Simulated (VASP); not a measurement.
# Al2Cu (I4/mcm) in VASP: notebook, part 2 of 3

VASP 6.6.1. Earlier steps stand in the parts before.

### 3 Single point, PBEsol

This run uses another cell than the first one, of 15.29 Å³/atom.

INCAR

```
PREC     = Accurate       # precision mode
ENCUT    = 520            # plane-wave cutoff, eV
EDIFF    = 1E-7           # SCF threshold, eV
ISMEAR   = 0              # smearing method
SIGMA    = 0.15           # smearing width, eV
LREAL    = False          # projectors in reciprocal space
LASPH    = True           # aspherical terms in the spheres
NELM     = 100            # most SCF steps
ALGO     = Fast           # electronic algorithm
ISIF     = 2              # what is computed and relaxed
LWAVE    = False          # write WAVECAR
LCHARG   = False          # write CHGCAR
GGA      = PS             # functional
NBANDS   = 26             # bands
```

KPOINTS

```
Automatic mesh
0
Gamma
  10 10 10
```

POSCAR

```
Al2Cu
1.0
   -3.1463500000      3.1463500000      2.3172500000
    3.1463500000     -3.1463500000      2.3172500000
    3.1463500000      3.1463500000     -2.3172500000
Al Cu
4 2
Direct
    0.1593210787      0.6593210787      0.8186421574
    0.6593210787      0.8406789213      0.5000000000
    0.8406789213      0.3406789213      0.1813578426
    0.3406789213      0.1593210787      0.5000000000
    0.7500000000      0.7500000000      0.0000000000
    0.2500000000      0.2500000000      0.0000000000
```

Potentials or basis: VASP PAW PBE potentials, release 64 (Al, Cu).

Run with:

```console
> cat potpaw_PBE.64/Al/POTCAR potpaw_PBE.64/Cu/POTCAR > POTCAR
> mpirun -np 1 vasp_std > vasp.out
```

OUTCAR:

```text
PREC = Accurate
   ENCUT = 520
   EDIFF = 1E-7
   ISMEAR = 0
   LREAL = False
   LASPH = True
   NELM = 100
   ISIF = 2
   GGA = PS

 ion  position               nearest neighbor table
   1  0.159  0.659  0.819-   5 2.64   6 2.64   5 2.64   6 2.64   3 2.82   3 2.82   3 2.84   4 3.06
                             2 3.06   2 3.06   4 3.06   4 3.35   2 3.35   2 3.35   4 3.35
   2  0.659  0.841  0.500-   6 2.64   6 2.64   5 2.64   5 2.64   4 2.82   4 2.82   4 2.84   3 3.06
                             1 3.06   1 3.06   3 3.06   1 3.35   3 3.35   1 3.35   3 3.35
   3  0.841  0.341  0.181-   5 2.64   6 2.64   5 2.64   6 2.64   1 2.82   1 2.82   1 2.84   2 3.06
                             4 3.06   4 3.06   2 3.06   4 3.35   2 3.35   4 3.35   2 3.35
   4  0.341  0.159  0.500-   5 2.64   5 2.64   6 2.64   6 2.64   2 2.82   2 2.82   2 2.84   3 3.06
                             1 3.06   1 3.06   3 3.06   1 3.35   3 3.35   3 3.35   1 3.35
   5  0.750  0.750  0.000-   6 2.32   6 2.32   4 2.64   4 2.64   2 2.64   2 2.64   1 2.64   3 2.64
                             3 2.64   1 2.64
   6  0.250  0.250  0.000-   5 2.32   5 2.32   2 2.64   2 2.64   4 2.64   4 2.64   3 2.64   1 2.64
                             1 2.64   3 2.64

  LATTYP: Found a body centered tetragonal cell.
 ALAT       =     6.2927000000
 C/A-ratio  =     0.7364883119

  Lattice vectors:

 A1 = (  -3.1463500000,   3.1463500000,   2.3172500000)
 A2 = (   3.1463500000,  -3.1463500000,   2.3172500000)
 A3 = (   3.1463500000,   3.1463500000,  -2.3172500000)

Analysis of symmetry for initial positions (statically):
=====================================================================
 Subroutine PRICEL returns:
 Original cell was already a primitive cell.

 Routine SETGRP: Setting up the symmetry group for a
 body centered tetragonal supercell.

 Subroutine GETGRP returns: Found 16 space group operations
 (whereof  8 operations were pure point group operations)
 out of a pool of 16 trial point group operations.

The static configuration has the point symmetry C_4h.
 The point group associated with its full space group is D_4h.

Analysis of symmetry for dynamics (positions and initial velocities):
=====================================================================
 Subroutine PRICEL returns:
[... 147 lines left out ...]
   LEPSILON=     F    determine dielectric tensor
   LRPA    =     F    only Hartree local field effects (RPA)
 non-spin polarized calculation
 RMM-DIIS sequential band-by-band and
 Gauss-broadening in eV      SIGMA  =   0.15
  energy-cutoff  :      520.00
  volume of cell :       91.76
 maximum number of plane-waves:      2499
 NGX is ok and might be reduce to    40
   NGX = 19   NGY = 19   NGZ = 19

 number of electron      34.0000011 magnetization

 Free energy of the ion-electron system (eV)
  ---------------------------------------------------
  ext. energy  EPLUGINS =         0.00000000
  ---------------------------------------------------
  free energy    TOTEN  =       -25.73769800 eV

  energy without entropy =      -25.71077765  energy(sigma->0) =      -25.72423782

 E-fermi :   7.7251     XC(G=0): -10.8356

 val. band max:        7.6865084770   @ k =  -0.4000   0.3000   0.0000
 cond. band min:       7.7317558809   @ k =  -0.1000   0.1000   0.0000
 fundamental gap:      0.0452474038
 Fermi energy:         7.7251374859

 k-point     1 :       0.0000    0.0000    0.0000
  band No.  band energies     occupation
      1      -2.9610      2.00000
      2       2.2644      2.00000
      3       2.3740      2.00000
      4       2.6419      2.00000
      5       2.6419      2.00000
      6       3.4789      2.00000
[... 685 lines left out ...]
     25      13.6206      0.00000
     26      14.1855      0.00000

 [... further k-points ...]

------------------------ aborting loop because EDIFF is reached ----------------------------------------

  FORCE on cell =-STRESS in cart. coord.  units (eV):
  Direction    XX          YY          ZZ          XY          YZ          ZX
  --------------------------------------------------------------------------------------
  -------------------------------------------------------------------------------------
  Total       -5.0153138     -5.0153138      2.1817060      0.0000000      0.0000000      0.0000000
  in kB      -87.5712901    -87.5712901     38.0942886      0.0000000      0.0000000      0.0000000
  external PRESSURE =     -45.6827639 kB  Pullay stress =       0.0000000 kB

 VOLUME and BASIS-vectors are now :
 -----------------------------------------------------------------------------
  energy-cutoff  :      520.00
  volume of cell :       91.76
      direct lattice vectors                 reciprocal lattice vectors
    -3.146350000  3.146350000  2.317250000     0.000000000  0.158914298  0.215773007
     3.146350000 -3.146350000  2.317250000     0.158914298  0.000000000  0.215773007
     3.146350000  3.146350000 -2.317250000     0.158914298  0.158914298  0.000000000

 POSITION                                       TOTAL-FORCE (eV/Angst)
 -----------------------------------------------------------------------------------
      4.14891      1.00256      0.00000        -0.108816     -0.108816     -0.000000
      2.14379      1.00256      2.31725         0.108816     -0.108816      0.000000
     -1.00256      2.14379      2.31725         0.108816      0.108816      0.000000
      1.00256      2.14379      0.00000        -0.108816      0.108816     -0.000000
      0.00000      0.00000      3.47588         0.000000     -0.000000     -0.000000
      0.00000      0.00000      1.15863         0.000000     -0.000000     -0.000000
 -----------------------------------------------------------------------------------
    total drift:                               -0.000000     -0.000000      0.000000

  FREE ENERGIE OF THE ION-ELECTRON SYSTEM (eV)
  ---------------------------------------------------
  free  energy   TOTEN  =       -25.7376979958 eV

  energy  without entropy=      -25.7107776493  energy(sigma->0) =      -25.72423782
```

OSZICAR:

```text
N       E                     dE             d eps       ncg     rms          rms(c)
DAV:   1     0.182603505533E+03    0.18260E+03   -0.13654E+04  5312   0.145E+03
DAV:   2    -0.188464527752E+02   -0.20145E+03   -0.18928E+03  5314   0.285E+02
[... 12 lines left out ...]
RMM:  15    -0.257376958244E+02    0.68234E-05   -0.91914E-05  7154   0.915E-02    0.876E-03
RMM:  16    -0.257376987661E+02   -0.29417E-05   -0.36189E-05  7774   0.380E-02    0.873E-03
RMM:  17    -0.257376984321E+02    0.33397E-06   -0.30059E-06  7022   0.170E-02    0.611E-03
RMM:  18    -0.257376981006E+02    0.33154E-06   -0.13630E-06  7072   0.813E-03    0.341E-03
RMM:  19    -0.257376979168E+02    0.18381E-06   -0.32811E-07  5156   0.549E-03    0.142E-03
RMM:  20    -0.257376979958E+02   -0.79081E-07   -0.18144E-07  4270   0.287E-03
   1 F= -.25737698E+02 E0= -.25724238E+02  d E =-.269203E-01
```

It took 4 min on 1 thread of AMD EPYC 9R45 (Zen 5), shared host; peak memory 0.34 GiB.

What came out:

| Quantity | Value |
| --- | --- |
| Free energy | -25.7377 eV |
| Pressure | -4.6 GPa |
| Largest force | 0.154 eV/Å |
| Band gap on the k mesh | zero (bands 17 and 18 overlap by 4.77 eV) |

Forces on the atoms (eV/Å):
```
Al  -0.109 -0.109  0.000
Al   0.109 -0.109  0.000
Al   0.109  0.109  0.000
Al  -0.109  0.109  0.000
Cu   0.000  0.000  0.000
Cu   0.000  0.000  0.000
```

Levels at points of the mesh, in eV from the Fermi level:
```tsv
k point	band 14	band 15	band 16	band 17	band 18	band 19	band 20	band 21
(0.00, 0.00, 0.00)	-2.46	-1.27	-0.97	-0.97	-0.84	0.12	0.13	1.77
(0.50, 0.00, 0.00)	-3.17	-2.69	-2.69	-0.14	-0.14	3.29	3.29	3.64
(0.50, 0.50, 0.00)	-2.15	-1.97	-1.82	-0.58	-0.30	0.07	0.44	4.39
(0.50, 0.50, 0.50)	-3.01	-3.01	-1.54	2.88	2.96	2.99	2.99	4.20
```

Caveat: the cell stands under tension; the PAW data sets were made with another functional, which shifts forces and pressure a little.

### 4 Single point, PBEsol

This run uses another cell than the first one, of 15.32 Å³/atom.

INCAR

```
SYSTEM = Al2Cu
  PREC = Accurate
  ENCUT = 520
  EDIFF = 1E-6
  ISMEAR = 0
  SIGMA = 0.15
  LREAL = .False.
  LASPH = .True.
  NELM = 60
  ALGO = Fast
  ISIF = 2
  LWAVE = .False.
  LCHARG = .False.
  GGA = PS
  NBANDS = 26
```

KPOINTS

```
Automatic mesh
0
Gamma
  10 10 10
  0 0 0
```

Changes to POSCAR since step 3:

```diff
@@ -2,5 +2,5 @@
 1.0
-   -3.1463500000      3.1463500000      2.3172500000
-    3.1463500000     -3.1463500000      2.3172500000
-    3.1463500000      3.1463500000     -2.3172500000
+   -3.1163500000      3.1163500000      2.3655500000
+    3.1163500000     -3.1163500000      2.3655500000
+    3.1163500000      3.1163500000     -2.3655500000
 Al Cu
```

Potentials or basis: VASP PAW PBE potentials, release 64 (Al, Cu).

Run with:

```console
> cat potpaw_PBE.64/Al/POTCAR potpaw_PBE.64/Cu/POTCAR > POTCAR
> mpirun -np 1 vasp_std > vasp.out
```

OUTCAR:

```text
SYSTEM = Al2Cu
   PREC = Accurate
   ENCUT = 520
   EDIFF = 1E-6
   ISMEAR = 0
   LREAL = .False.
   LASPH = .True.
   NELM = 60
   ISIF = 2
   GGA = PS

 ion  position               nearest neighbor table
   1  0.159  0.659  0.819-   5 2.63   6 2.63   5 2.63   6 2.63   3 2.81   3 2.86   3 2.86   4 3.09
                             2 3.09   2 3.09   4 3.09   4 3.32   2 3.32   2 3.32   4 3.32
   2  0.659  0.841  0.500-   6 2.63   5 2.63   5 2.63   6 2.63   4 2.81   4 2.86   4 2.86   3 3.09
                             1 3.09   1 3.09   3 3.09   1 3.32   3 3.32   1 3.32   3 3.32
   3  0.841  0.341  0.181-   5 2.63   6 2.63   5 2.63   6 2.63   1 2.81   1 2.86   1 2.86   2 3.09
                             4 3.09   4 3.09   2 3.09   4 3.32   2 3.32   4 3.32   2 3.32
   4  0.341  0.159  0.500-   5 2.63   6 2.63   6 2.63   5 2.63   2 2.81   2 2.86   2 2.86   3 3.09
                             1 3.09   1 3.09   3 3.09   1 3.32   3 3.32   3 3.32   1 3.32
   5  0.750  0.750  0.000-   6 2.37   6 2.37   4 2.63   2 2.63   4 2.63   2 2.63   1 2.63   3 2.63
                             3 2.63   1 2.63
   6  0.250  0.250  0.000-   5 2.37   5 2.37   2 2.63   4 2.63   2 2.63   4 2.63   3 2.63   1 2.63
                             1 2.63   3 2.63

  LATTYP: Found a body centered tetragonal cell.
 ALAT       =     6.2327000000
 C/A-ratio  =     0.7590771255

  Lattice vectors:

 A1 = (  -3.1163500000,   3.1163500000,   2.3655500000)
 A2 = (   3.1163500000,  -3.1163500000,   2.3655500000)
 A3 = (   3.1163500000,   3.1163500000,  -2.3655500000)

Analysis of symmetry for initial positions (statically):
=====================================================================
 Subroutine PRICEL returns:
 Original cell was already a primitive cell.

 Routine SETGRP: Setting up the symmetry group for a
 body centered tetragonal supercell.

 Subroutine GETGRP returns: Found 16 space group operations
 (whereof  8 operations were pure point group operations)
 out of a pool of 16 trial point group operations.

The static configuration has the point symmetry C_4h.
 The point group associated with its full space group is D_4h.

Analysis of symmetry for dynamics (positions and initial velocities):
[... 148 lines left out ...]
   IVDW    =     0    specifies the selected vdW correction
   LEPSILON=     F    determine dielectric tensor
   LRPA    =     F    only Hartree local field effects (RPA)
 non-spin polarized calculation
 RMM-DIIS sequential band-by-band and
 Gauss-broadening in eV      SIGMA  =   0.15
  energy-cutoff  :      520.00
  volume of cell :       91.89
 maximum number of plane-waves:      2504
 NGX is ok and might be reduce to    40
   NGX = 19   NGY = 19   NGZ = 19

 number of electron      34.0000018 magnetization

 Free energy of the ion-electron system (eV)
  ---------------------------------------------------
  ext. energy  EPLUGINS =         0.00000000
  ---------------------------------------------------
  free energy    TOTEN  =       -25.85239919 eV

  energy without entropy =      -25.82899191  energy(sigma->0) =      -25.84069555

 E-fermi :   7.6788     XC(G=0): -10.8309

 val. band max:        7.6778849350   @ k =  -0.3000  -0.3000   0.2000
 cond. band min:       7.6907304034   @ k =   0.2000   0.2000   0.2000
 fundamental gap:      0.0128454684
 Fermi energy:         7.6788396658

 k-point     1 :       0.0000    0.0000    0.0000
  band No.  band energies     occupation
      1      -2.9670      2.00000
      2       2.2978      2.00000
      3       2.4589      2.00000
      4       2.6247      2.00000
      5       2.6247      2.00000
      6       3.4710      2.00000
[... 685 lines left out ...]
     25      13.8838      0.00000
     26      14.2606      0.00000

 [... further k-points ...]

------------------------ aborting loop because EDIFF is reached ----------------------------------------

  FORCE on cell =-STRESS in cart. coord.  units (eV):
  Direction    XX          YY          ZZ          XY          YZ          ZX
  --------------------------------------------------------------------------------------
  -------------------------------------------------------------------------------------
  Total       -4.4405531     -4.4405531      0.1417623      0.0000000      0.0000000      0.0000000
  in kB      -77.4217648    -77.4217648      2.4716489      0.0000000      0.0000000      0.0000000
  external PRESSURE =     -50.7906269 kB  Pullay stress =       0.0000000 kB

 VOLUME and BASIS-vectors are now :
 -----------------------------------------------------------------------------
  energy-cutoff  :      520.00
  volume of cell :       91.89
      direct lattice vectors                 reciprocal lattice vectors
    -3.116350000  3.116350000  2.365550000     0.000000000  0.160444109  0.211367335
     3.116350000 -3.116350000  2.365550000     0.160444109  0.000000000  0.211367335
     3.116350000  3.116350000 -2.365550000     0.160444109  0.160444109  0.000000000

 POSITION                                       TOTAL-FORCE (eV/Angst)
 -----------------------------------------------------------------------------------
      4.10935      0.99300      0.00000        -0.074649     -0.074649      0.000000
      2.12335      0.99300      2.36555         0.074649     -0.074649     -0.000000
     -0.99300      2.12335      2.36555         0.074649      0.074649      0.000000
      0.99300      2.12335      0.00000        -0.074649      0.074649     -0.000000
      0.00000      0.00000      3.54832        -0.000000      0.000000     -0.000000
      0.00000      0.00000      1.18277        -0.000000      0.000000     -0.000000
 -----------------------------------------------------------------------------------
    total drift:                               -0.000000     -0.000000      0.000000

  FREE ENERGIE OF THE ION-ELECTRON SYSTEM (eV)
  ---------------------------------------------------
  free  energy   TOTEN  =       -25.8523991889 eV

  energy  without entropy=      -25.8289919129  energy(sigma->0) =      -25.84069555
```

Run time: 3.9 min. Hardware: 1 thread of AMD EPYC 9R45 (Zen 5), shared host; peak memory 0.35 GiB.

What came out:

```yaml
Free_energy: -25.8524 eV
Pressure: -5.1 GPa
Largest_force: 0.106 eV/Å
Band_gap_on_the_k_mesh: zero (bands 17 and 18 overlap by 4.66 eV)
```

Forces in eV/Å, atoms in the order of the input:
```
Al  -0.075 -0.075  0.000
Al   0.075 -0.075  0.000
Al   0.075  0.075  0.000
Al  -0.075  0.075  0.000
Cu   0.000  0.000  0.000
Cu   0.000  0.000  0.000
```

Levels at points of the mesh, in eV from the Fermi level:
| k point | band 13 | band 14 | band 15 | band 16 | band 17 | band 18 | band 19 | band 20 | band 21 | band 22 |
| --- | --- | --- | --- | --- | --- | --- | --- | --- | --- | --- |
| (0.00, 0.00, 0.00) | -3.08 | -2.28 | -1.11 | -1.05 | -1.05 | -1.03 | -0.10 | 0.11 | 1.60 | 1.60 |
| (0.50, 0.00, 0.00) | -3.13 | -3.13 | -2.66 | -2.66 | -0.04 | -0.04 | 3.49 | 3.49 | 3.83 | 3.83 |
| (0.50, 0.50, 0.00) | -2.54 | -2.39 | -1.79 | -1.61 | -0.77 | -0.45 | 0.29 | 0.66 | 4.44 | 4.72 |
| (0.50, 0.50, 0.50) | -3.42 | -3.08 | -3.08 | -1.65 | 2.74 | 2.94 | 2.94 | 3.03 | 4.06 | 4.76 |

Caveat: the cell stands under tension; the PAW data sets were made with another functional, which shifts forces and pressure a little.

### 5 Single point, PBEsol

This run uses another cell than the first one, of 15.33 Å³/atom.

INCAR

```
  ALGO = Fast
  EDIFF = 1E-6
  ENCUT = 520
  GGA = PS
  ISIF = 2
  ISMEAR = 0
  LASPH = True
  LCHARG = False
  LREAL = False
  LWAVE = False
  NBANDS = 26
  NELM = 60
  PREC = Accurate
  SIGMA = 0.15
```

KPOINTS

```
k-points
0
Gamma
  10 10 10
```

Changes to POSCAR since step 4:

```diff
@@ -2,5 +2,5 @@
 1.0
-   -3.1163500000      3.1163500000      2.3655500000
-    3.1163500000     -3.1163500000      2.3655500000
-    3.1163500000      3.1163500000     -2.3655500000
+   -3.0264500000      3.0264500000      2.5103500000
+    3.0264500000     -3.0264500000      2.5103500000
+    3.0264500000      3.0264500000     -2.5103500000
 Al Cu
```

Run with:

```console
> cat potpaw_PBE.64/Al/POTCAR potpaw_PBE.64/Cu/POTCAR > POTCAR
> mpirun -np 1 vasp_std > vasp.out
```

Run time: 3.9 min. Hardware: 1 thread of AMD EPYC 9R45 (Zen 5), shared host; peak memory 0.34 GiB.

The run converged. Its results:

```
Free energy            : -25.9163 eV
Pressure               : -5.4 GPa
Largest force          : 0.105 eV/Å
Band gap on the k mesh : zero (bands 17 and 18 overlap by 3.98 eV)
```

Forces in eV/Å, atoms in the order of the input:
```
Al   0.074  0.074  0.000
Al  -0.074  0.074  0.000
Al  -0.074 -0.074  0.000
Al   0.074 -0.074  0.000
Cu   0.000  0.000  0.000
Cu   0.000  0.000  0.000
```

Stress tensor (GPa, compression positive):
```
-4.36  0.00  0.00
 0.00 -4.36  0.00
 0.00  0.00 -7.55
```

Levels at points of the mesh, in eV from the Fermi level:
| k point | band 13 | band 14 | band 15 | band 16 | band 17 | band 18 | band 19 | band 20 | band 21 | band 22 |
| --- | --- | --- | --- | --- | --- | --- | --- | --- | --- | --- |
| (0.00, 0.00, 0.00) | -2.67 | -1.71 | -1.46 | -1.18 | -1.18 | -0.82 | -0.41 | 0.16 | 1.22 | 1.22 |
| (0.50, 0.00, 0.00) | -2.94 | -2.94 | -2.50 | -2.50 | 0.35 | 0.35 | 3.94 | 3.94 | 4.21 | 4.21 |
| (0.50, 0.50, 0.00) | -2.97 | -2.75 | -1.26 | -1.20 | -0.87 | -0.81 | 0.98 | 1.42 | 4.72 | 4.73 |
| (0.50, 0.50, 0.50) | -3.19 | -3.19 | -3.18 | -1.87 | 2.44 | 2.95 | 2.95 | 3.37 | 3.77 | 4.46 |

Caveat: the cell stands under tension; the PAW data sets were made with another functional, which shifts forces and pressure a little.

(Part 2 of 3 ends here.)
